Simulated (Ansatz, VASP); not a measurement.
**Two plane-wave programs on Sn**

```
Sn
1.0
     3.36360    0.00000    0.00000
    -1.68180    2.91296    0.00000
     0.00000    0.00000    5.66590
Sn
2
Cartesian
  0.0000 1.9420 1.4165
  1.6818 0.9710 4.2494
```

Alike in both runs: functional PBE; k mesh 15 × 15 × 8; occupations gaussian, width 0.1 eV; no spin polarisation.

Ansatz relaxed the structure, and its values are those at the end. VASP's run is a single point on that final structure, the one shown.

|  | VASP | Ansatz |
| --- | --- | --- |
| version | VASP 6.6.1 | Ansatz 0.2.0 |
| potentials or method | VASP PAW PBE potentials, release 64 (Sn_d), cutoff 520 eV | scalar-relativistic, plane waves, PAW |
| valence electrons in the cell | 28 | 28 |

```csv
,VASP,Ansatz,Ansatz less VASP
gap on the k mesh at the Fermi level (eV),none,none,-
pressure (GPa),-0.1,0.0,+0.07
```

A gap of «none» marks a metal or a gap that the smearing closes.
